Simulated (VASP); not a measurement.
Wanted: the native input for a VASP 6.6.1 run.

```
Task                   : single point
Functional             : PBE
Potentials or basis    : VASP PAW PBE potentials, release 64 (Nb_sv, Si, O)
Cutoff                 : 520 eV
k mesh                 : 12 × 12 × 2
Occupations            : gaussian, width 0.1 eV
Spin                   : no spin polarisation
Dipole correction      : no
Further INCAR settings : ALGO = Normal; EDIFF = 1e-06; NBANDS = 53
```

The structure of Nb2SiO2 lies in POSCAR:

```
Nb2SiO2
1.0
    3.0153888550      0.0000000000      0.0000000000
   -1.5076944275      2.6114033507      0.0000000000
    0.0000000000      0.0000000000     19.2320160807
Nb Si O
4 2 4
Direct
    0.6666666667      0.3333333333      0.3566048356
    0.3333333333      0.6666666667      0.6433951644
    0.6666666667      0.3333333333      0.1433951644
    0.3333333333      0.6666666667      0.8566048356
    0.3333333333      0.6666666667      0.2500000000
    0.6666666667      0.3333333333      0.7500000000
    0.3333333333      0.6666666667      0.4160493045
    0.6666666667      0.3333333333      0.5839506955
    0.3333333333      0.6666666667      0.0839506955
    0.6666666667      0.3333333333      0.9160493045
```

One way to write it, as run:

INCAR

```
PREC = Accurate ; ENCUT = 520
EDIFF = 1E-6 ; ISMEAR = 0
SIGMA = 0.1 ; LREAL = F
LASPH = T ; NELM = 60
ALGO = Normal ; ISIF = 2
LWAVE = F ; LCHARG = F
GGA = PE ; NBANDS = 53
```

KPOINTS

```
Automatic mesh
0
Gamma
  12 12 2
```

Potentials or basis: VASP PAW PBE potentials, release 64 (Nb_sv, Si, O).

Launch:

```console
$ cat potpaw_PBE.64/Nb_sv/POTCAR potpaw_PBE.64/Si/POTCAR potpaw_PBE.64/O/POTCAR > POTCAR
$ mpirun -np 1 vasp_std > vasp.out
```

It gave:

```
Pressure               : -0.2 GPa
Largest force          : 0.006 eV/Å
Band gap on the k mesh : zero (band 42 reaches 7.76 eV, above the bottom of band 43 at 7.67 eV)
```

It took 4.1 min on 1 thread of Intel(R) Xeon(R) Platinum 8488C (Sapphire Rapids), on a shared host, peak memory 0.41 GiB.
